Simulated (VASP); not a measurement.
Runs of VASP 6.6.1 on C. The structure is that of space group Cm (No. 8), or close to it. The cells are those of the table. 

```tsv
cell	gap on the mesh (eV)	pressure (GPa)	largest force (eV/Å)
a = 2.519, b = 2.519, c = 10.373 Å, angles 91.7, 91.7, 60.0°, 10 atoms	none	4.1	5.49
a = 2.519, b = 2.519, c = 10.675 Å, angles 78.1, 78.1, 60.0°, 10 atoms	3.92	0.6	2.55
a = 2.519, b = 2.519, c = 10.392 Å, angles 93.5, 93.5, 60.0°, 10 atoms	2.13	1.4	4.78
a = 2.519, b = 2.519, c = 10.392 Å, angles 86.5, 86.5, 60.0°, 10 atoms	none	4.8	3.35
a = 2.519, b = 2.519, c = 10.424 Å, angles 95.2, 95.2, 60.0°, 10 atoms	4.04	0.6	2.54
a = 2.519, b = 2.519, c = 10.525 Å, angles 81.4, 81.4, 60.0°, 10 atoms	none	4.1	5.48
a = 2.519, b = 2.519, c = 10.594 Å, angles 79.7, 79.7, 60.0°, 10 atoms	(b)	1.4	4.78
a = 2.519, b = 2.519, c = 10.373 Å, angles 88.3, 88.3, 60.0°, 10 atoms	none	(a)	4.07
```

Alike in all rows: task single point; level PBE; potentials or basis VASP PAW PBE potentials, release 64 (C); no spin polarisation; k mesh 10 × 10 × 3; cutoff (eV) 520; smearing gaussian 0.05 eV.

Q: Fill in the values left out.

A: (a) 4.9; (b) 1.98.

Caveats: forces of over 1 eV/Å act on the atoms, so gaps and moduli don't describe the material at rest; the cell stands under pressure (at least some runs); an odd mesh through Γ misses points on the zone boundary, where band edges can lie (at least some runs).

A gap of «none» marks levels without a gap at the run's occupations.
